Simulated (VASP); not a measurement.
# BaHgI4 (P2/m) in VASP: a series of runs

BaHgI4 is run at these levels: PBE; tasks: single point.

Everything below comes from runs of VASP 6.6.1. Logs are shortened: lines on timing, memory, paths and dates and some standing lists are left out, and cuts for length are marked.

## 1. The cell of the first run

It takes space group P2/m (No. 10, monoclinic). The conventional cell has a = 7.797 Å, b = 4.711 Å, c = 8.286 Å, α = 90.00°, β = 92.64°, γ = 90.00°. Ba (site symmetry 2/m) has 6 I at 3.44 to 3.47 Å within 4.5 Å. Within 4.1 Å of Hg (site symmetry 2/m) lie 6 I at 3.10 to 3.14 Å. I (site symmetry m) has 1 Hg at 3.10 Å and 2 Ba at 3.44 Å within 4.1 Å. I (site symmetry m) has 2 Hg at 3.14 Å and 1 Ba at 3.47 Å and 8 I at 4.15 to 4.73 Å within 4.8 Å.

## 2. Single point, PBE

INCAR

```
ALGO     = Normal         # electronic algorithm
EDIFF    = 1E-6           # SCF threshold, eV
ENCUT    = 520            # plane-wave cutoff, eV
GGA      = PE             # functional
ISIF     = 2              # what is computed and relaxed
ISMEAR   = 0              # smearing method
LASPH    = T              # aspherical terms in the spheres
LCHARG   = T              # write CHGCAR
LELF     = T              # ELF
LREAL    = F              # projectors in reciprocal space
LVHAR    = T            
LWAVE    = F              # write WAVECAR
NBANDS   = 34             # bands
NELM     = 80             # most SCF steps
PREC     = Accurate       # precision mode
SIGMA    = 0.01           # smearing width, eV
```

KPOINTS

```
k-points
0
Gamma
  4 6 4
```

POSCAR

```
BaHgI4
1.0
    7.7951374320      0.0000000000     -0.1762439889
    0.0000000000      4.7107352534      0.0000000000
   -0.1951266392      0.0000000000      8.2835996192
Ba Hg I
1 1 4
Direct
    0.0000000000      0.5000000000      0.5000000000
    0.0000000000      0.0000000000      0.0000000000
    0.2396073192      0.0000000000      0.3085373764
    0.7773985477      0.5000000000      0.1282090831
    0.2226014523      0.5000000000      0.8717909169
    0.7603926808      0.0000000000      0.6914626236
```

Potentials or basis: VASP PAW PBE potentials, release 64 (Ba_sv, Hg, I).

On the command line:

```console
> cat potpaw_PBE.64/Ba_sv/POTCAR potpaw_PBE.64/Hg/POTCAR potpaw_PBE.64/I/POTCAR > POTCAR
> mpirun -np 1 vasp_std > vasp.out
```

OUTCAR:

```text
EDIFF = 1E-6
   ENCUT = 520
   GGA = PE
   ISIF = 2
   ISMEAR = 0
   LASPH = T
   LREAL = F
   NELM = 80
   PREC = Accurate

 ion  position               nearest neighbor table
   1  0.000  0.500  0.500-   3 3.44   6 3.44   3 3.44   6 3.44   5 3.47   4 3.47
   2  0.000  0.000  0.000-   3 3.10   6 3.10   5 3.14   4 3.14   4 3.14   5 3.14
   3  0.240  0.000  0.309-   2 3.10   1 3.44   1 3.44
   4  0.777  0.500  0.128-   2 3.14   2 3.14   1 3.47
   5  0.223  0.500  0.872-   2 3.14   2 3.14   1 3.47
   6  0.760  0.000  0.691-   2 3.10   1 3.44   1 3.44

  LATTYP: Found a simple monoclinic cell.
 ALAT       =     7.7971295697
 B/A-ratio  =     0.6041627513
 C/A-ratio  =     1.0626856212
 COS(beta)  =    -0.0461406623

  Lattice vectors:

 A1 = (   7.7951374320,   0.0000000000,  -0.1762439889)
 A2 = (   0.0000000000,   4.7107352534,   0.0000000000)
 A3 = (  -0.1951266392,   0.0000000000,   8.2835996192)

Analysis of symmetry for initial positions (statically):
=====================================================================
 Subroutine PRICEL returns:
 Original cell was already a primitive cell.

 Routine SETGRP: Setting up the symmetry group for a
 simple monoclinic supercell.

 Subroutine GETGRP returns: Found  4 space group operations
 (whereof  4 operations were pure point group operations)
 out of a pool of  4 trial point group operations.

The static configuration has the point symmetry C_2h.

Analysis of symmetry for dynamics (positions and initial velocities):
=====================================================================
 Subroutine PRICEL returns:
 Original cell was already a primitive cell.

 Routine SETGRP: Setting up the symmetry group for a
 simple monoclinic supercell.

 Subroutine GETGRP returns: Found  4 space group operations
 (whereof  4 operations were pure point group operations)
 out of a pool of  4 trial point group operations.

The dynamic configuration has the point symmetry C_2h.

 Subroutine INISYM returns: Found  4 space group operations
 (whereof  4 operations are pure point group operations),
 and found     1 'primitive' translations

----------------------------------------------------------------------------------------

                                     Primitive cell

  volume of cell :     304.0186

  direct lattice vectors                    reciprocal lattice vectors
     7.795137432  0.000000000 -0.176243989     0.128353461  0.000000000  0.003023466
     0.000000000  4.710735253  0.000000000     0.000000000  0.212281087  0.000000000
    -0.195126639  0.000000000  8.283599619     0.002730881  0.000000000  0.120784793

  length of vectors
     7.797129570  4.710735253  8.285897480     0.128389066  0.212281087  0.120815661

  position of ions in fractional coordinates (direct lattice)
     1.000000000  0.500000000  0.500000000
     0.000000000  0.000000000  0.000000000
     0.239607319  0.000000000  0.308537376
     0.777398548  0.500000000  0.128209083
     0.222601452  0.500000000  0.871790917
     0.760392681  0.000000000  0.691462624

  ion indices of the primitive-cell ions
   primitive index   ion index
                 1           1
                 2           2
                 3           3
                 4           4
                 5           5
                 6           6

----------------------------------------------------------------------------------------

 KPOINTS: k-points

Automatic generation of k-mesh.
 Grid dimensions read from file:
 generate k-points for:    4    6    4

 Generating k-lattice:

  Cartesian coordinates                     Fractional coordinates (reciprocal lattice)
     0.032088365  0.000000000  0.000755866     0.250000000  0.000000000 -0.000000000
     0.000000000  0.035380181  0.000000000     0.000000000  0.166666667  0.000000000
     0.000682720  0.000000000  0.030196198     0.000000000  0.000000000  0.250000000

  Length of vectors
     0.032097267  0.035380181  0.030203915

  Shift w.r.t. Gamma in fractional coordinates (k-lattice)
     0.000000000  0.000000000  0.000000000

 Subroutine IBZKPT returns following result:
 ===========================================

 Found     40 irreducible k-points:

 Following reciprocal coordinates:
            Coordinates               Weight
  0.000000  0.000000  0.000000      1.000000
  0.250000  0.000000 -0.000000      2.000000
  0.500000  0.000000 -0.000000      1.000000
  0.000000  0.166667  0.000000      2.000000
  0.250000  0.166667 -0.000000      4.000000
  0.500000  0.166667 -0.000000      2.000000
[... 16 lines left out ...]
  0.500000  0.333333  0.250000      4.000000
 -0.250000  0.333333  0.250000      4.000000
 [... further k-points ...]
   k-points           NKPTS =     40   k-points in BZ     NKDIM =     40   number of bands    NBANDS=     34
   number of dos      NEDOS =    301   number of ions     NIONS =      6
   total plane-waves  NPLWV = 138240
   dimension x,y,z NGX =    60 NGY =   36 NGZ =   64
   dimension x,y,z NGXF=   120 NGYF=   72 NGZF=  128
   ions per type =               1   1   4
   NGX,Y,Z   is equivalent  to a cutoff of  12.79, 12.70, 12.84 a.u.
   NGXF,Y,Z  is equivalent  to a cutoff of  25.59, 25.41, 25.68 a.u.
 SYSTEM =  unknown system
   PREC   = accura    normal or accurate (medium, high low for compatibility)
   ISTART =      0    job   : 0-new  1-cont  2-samecut
   ICHARG =      2    charge: 1-file 2-atom 10-const
   ISPIN  =      1    spin polarized calculation?
   LNONCOLLINEAR =      F non collinear calculations
   LSORBIT =      F    spin-orbit coupling
   LASPH  =      T    aspherical Exc in radial PAW
   ENCUT  =  520.0 eV  38.22 Ry    6.18 a.u.  14.50  8.76 15.41*2*pi/ulx,y,z
   NELM   =     80;   NELMIN=  2; NELMDL= -5     # of ELM steps
   EDIFF  = 0.1E-05   stopping-criterion for ELM
   LREAL  =      F    real-space projection
   EDIFFG = 0.1E-04   stopping-criterion for IOM
   NSW    =      0    number of steps for IOM
   IBRION =     -1    ionic relax: 0-MD 1-quasi-New 2-CG
   NFREE  =      0    steps in history (QN), initial steepest desc. (CG)
   ISIF   =      2    stress and relaxation
   ISYM   =      2    0-nonsym 1-usesym 2-fastsym
   POTIM  = 0.5000    time-step for ionic-motion
   TEBEG  =    0.0;   TEEND  =   0.0 temperature during run
   PSTRESS=    0.0 pullay stress
   NELECT =      50.0000    total number of electrons
   NUPDOWN=      -1.0000    fix difference up-down
   EMIN   =  10.00;   EMAX   =-10.00  energy-range for DOS
   EFERMI =   0.00;   METHOD = LEGACY
   ISMEAR =     0;   SIGMA  =   0.01  broadening in eV -4-tet -1-fermi 0-gaus
   EFERMI_NEDOS =   21; number of points for ismear=-14 and -15
   IALGO  =     38    algorithm
   IMIX   =      4    mixing-type and parameters
     AMIX     =   0.40;   BMIX     =  1.00
     AMIX_MAG =   1.60;   BMIX_MAG =  1.00
  volume/ion in A,a.u.               =      50.67       341.94
  Fermi-wavevector in a.u.,A,eV,Ry     =   0.896943  1.694976 10.945975  0.804506
  Thomas-Fermi vector in A             =   2.019465
   LORBIT       =      0    0 simple, 1 ext, 2 COOP (PROOUT), +10 PAW based schemes
   GGA     = PE    functional components
   LHFCALC =     F    Hartree Fock is set to
   AEXX    =    0.0000 exact exchange contribution
   IVDW    =     0    specifies the selected vdW correction
   LEPSILON=     F    determine dielectric tensor
   LRPA    =     F    only Hartree local field effects (RPA)
 non-spin polarized calculation
 Gauss-broadening in eV      SIGMA  =   0.01
  energy-cutoff  :      520.00
  volume of cell :      304.02
 maximum number of plane-waves:      8209
 NGX is ok and might be reduce to    60
   NGX = 29   NGY = 17   NGZ = 31

 number of electron      49.9999996 magnetization

 Free energy of the ion-electron system (eV)
  ---------------------------------------------------
  ext. energy  EPLUGINS =         0.00000000
  ---------------------------------------------------
  free energy    TOTEN  =       -13.91397237 eV

  energy without entropy =      -13.91397237  energy(sigma->0) =      -13.91397237

 E-fermi :   0.0865     XC(G=0):  -7.1298

 val. band max:        0.0308094204   @ k =   0.0000   0.5000   0.0000
 cond. band min:       1.2991274387   @ k =   0.0000   0.0000   0.0000
 fundamental gap:      1.2683180183
 Fermi energy:         0.0864654883

 k-point     1 :       0.0000    0.0000    0.0000
  band No.  band energies     occupation
      1     -26.6173      2.00000
      2     -12.1545      2.00000
      3     -11.9935      2.00000
      4     -11.7926      2.00000
      5     -11.2663      2.00000
      6     -10.9247      2.00000
[... 26 lines left out ...]
     33       5.8873      0.00000
     34       6.0387      0.00000

 k-point     2 :       0.2500    0.0000   -0.0000
  band No.  band energies     occupation
      1     -26.6173      2.00000
      2     -12.1555      2.00000
      3     -11.9950      2.00000
      4     -11.7926      2.00000
      5     -11.2487      2.00000
      6     -10.9265      2.00000
[... 26 lines left out ...]
     33       5.8299      0.00000
     34       6.0870      0.00000

 k-point     3 :       0.5000    0.0000   -0.0000
  band No.  band energies     occupation
      1     -26.6173      2.00000
      2     -12.1564      2.00000
      3     -11.9965      2.00000
      4     -11.7926      2.00000
      5     -11.2299      2.00000
      6     -10.9282      2.00000
[... 26 lines left out ...]
     33       5.8552      0.00000
     34       6.1536      0.00000
[... 704 lines left out ...]
 k-point    23 :       0.5000    0.3333    0.2500
  band No.  band energies     occupation
      1     -26.6111      2.00000
      2     -12.1437      2.00000
      3     -11.9981      2.00000
      4     -11.9261      2.00000
      5     -10.9849      2.00000
      6     -10.8392      2.00000
[... 26 lines left out ...]
     33       6.2874      0.00000
     34       6.6574      0.00000

 k-point    24 :      -0.2500    0.3333    0.2500
  band No.  band energies     occupation
      1     -26.6111      2.00000
      2     -12.1447      2.00000
      3     -11.9977      2.00000
      4     -11.9251      2.00000
      5     -11.0015      2.00000
      6     -10.8317      2.00000
[... 26 lines left out ...]
     33       6.1777      0.00000
     34       6.6568      0.00000

 [... further k-points ...]

------------------------ aborting loop because EDIFF is reached ----------------------------------------

  FORCE on cell =-STRESS in cart. coord.  units (eV):
  Direction    XX          YY          ZZ          XY          YZ          ZX
  --------------------------------------------------------------------------------------
  -------------------------------------------------------------------------------------
  Total        0.2240272      0.2828871      0.3160841      0.0000000      0.0000000     -0.0157401
  in kB        1.1806228      1.4908141      1.6657622      0.0000000      0.0000000     -0.0829505
  external PRESSURE =       1.4457330 kB  Pullay stress =       0.0000000 kB

 VOLUME and BASIS-vectors are now :
 -----------------------------------------------------------------------------
  energy-cutoff  :      520.00
  volume of cell :      304.02
      direct lattice vectors                 reciprocal lattice vectors
     7.795137432  0.000000000 -0.176243989     0.128353461  0.000000000  0.003023466
     0.000000000  4.710735253  0.000000000     0.000000000  0.212281087  0.000000000
    -0.195126639  0.000000000  8.283599619     0.002730881  0.000000000  0.120784793

 POSITION                                       TOTAL-FORCE (eV/Angst)
 -----------------------------------------------------------------------------------
     -0.09756      2.35537      4.14180        -0.000000     -0.000000      0.000000
      0.00000      0.00000      0.00000        -0.000000     -0.000000      0.000000
      1.80757      0.00000      2.51357         0.041978      0.000000     -0.022877
      6.03491      2.35537      0.92502        -0.024237     -0.000000     -0.022651
      1.56510      2.35537      7.18233         0.024237     -0.000000      0.022651
      5.79244      0.00000      5.59378        -0.041978     -0.000000      0.022877
 -----------------------------------------------------------------------------------
    total drift:                               -0.000000     -0.000000      0.000000

  FREE ENERGIE OF THE ION-ELECTRON SYSTEM (eV)
  ---------------------------------------------------
  free  energy   TOTEN  =       -13.9139723668 eV

  energy  without entropy=      -13.9139723668  energy(sigma->0) =      -13.91397237
```

It took 6.8 min on 1 thread of Intel Xeon Platinum 8488C (Sapphire Rapids), shared host; peak memory 0.64 GiB.

Results:

```yaml
Free_energy: -13.9140 eV
Pressure: 0.1 GPa
Largest_force: 0.048 eV/Å
Band_gap_on_the_k_mesh: 1.27 eV (least direct gap 1.35 eV)
```

Forces on the atoms (eV/Å):
```
Ba   0.000  0.000  0.000
Hg   0.000  0.000  0.000
I    0.042  0.000 -0.023
I   -0.024  0.000 -0.023
I    0.024  0.000  0.023
I   -0.042  0.000  0.023
```

Caveat: spin-orbit coupling is left out, which moves the levels of the heavy elements. A k mesh can miss the band edges.

## 3. Single point, PBE

INCAR

```
SYSTEM = BaHgI4
PREC = Accurate
ENCUT = 520
EDIFF = 1E-7
ISMEAR = 0
SIGMA = 0.02
LREAL = .False.
LASPH = .True.
NELM = 100
ALGO = Normal
ISIF = 2
LWAVE = .False.
LCHARG = .False.
GGA = PE
NBANDS = 34
```

KPOINTS

```
Automatic mesh
0
Gamma
  4 6 4
  0 0 0
```

POSCAR

```
BaHgI4
1.0
    7.7865808341      0.0000000000     -0.0559841323
    0.0000000000      4.7244157835      0.0000000000
   -0.0671892550      0.0000000000      8.2803959337
Ba Hg I
1 1 4
Direct
    0.0000000000      0.5000000000      0.5000000000
    0.0000000000      0.0000000000      0.0000000000
    0.2389088319      0.0000000000      0.3010959824
    0.7770656195      0.5000000000      0.1348940446
    0.2229343805      0.5000000000      0.8651059554
    0.7610911681      0.0000000000      0.6989040176
```

Potentials or basis: VASP PAW PBE potentials, release 64 (Ba_sv, Hg, I).

On the command line:

```console
> cat potpaw_PBE.64/Ba_sv/POTCAR potpaw_PBE.64/Hg/POTCAR potpaw_PBE.64/I/POTCAR > POTCAR
> mpirun -np 1 vasp_std > vasp.out
```

It took 7.1 min on 1 thread of Intel Xeon Platinum 8488C (Sapphire Rapids), shared host; peak memory 0.63 GiB.

The run converged. Its results:

```yaml
Free_energy: -13.9140 eV
Pressure: 0.1 GPa
Largest_force: 0.045 eV/Å
Band_gap_on_the_k_mesh: 1.27 eV (least direct gap 1.34 eV)
```

Forces in eV/Å, atoms in the order of the input:
```
Ba   0.000  0.000  0.000
Hg   0.000  0.000  0.000
I    0.040  0.000 -0.021
I   -0.023  0.000 -0.027
I    0.023  0.000  0.027
I   -0.040  0.000  0.021
```

Levels at points of the mesh, in eV from the valence-band top:
```tsv
k point	band 22	band 23	band 24	band 25	band 26	band 27	band 28	band 29
(0.00, 0.00, 0.00)	-0.26	-0.23	-0.22	-0.07	1.27	3.67	4.53	4.83
(0.50, 0.00, 0.00)	-0.30	-0.30	-0.21	-0.10	1.54	3.68	4.64	4.98
(0.00, 0.50, 0.00)	-0.83	-0.38	-0.37	0.00	1.95	4.25	4.40	5.49
(0.50, 0.50, 0.00)	-0.83	-0.50	-0.13	-0.04	2.01	4.24	4.61	5.54
(0.00, 0.00, 0.50)	-0.42	-0.33	-0.20	-0.03	1.77	3.63	4.67	4.88
(0.50, 0.00, 0.50)	-0.49	-0.41	-0.32	-0.06	1.79	3.62	4.80	4.90
(0.00, 0.50, 0.50)	-0.69	-0.58	-0.11	-0.06	1.62	4.20	4.27	5.15
(0.50, 0.50, 0.50)	-0.58	-0.45	-0.15	-0.09	1.54	4.23	4.41	5.40
```

Caveat: spin-orbit coupling is left out, which moves the levels of the heavy elements.
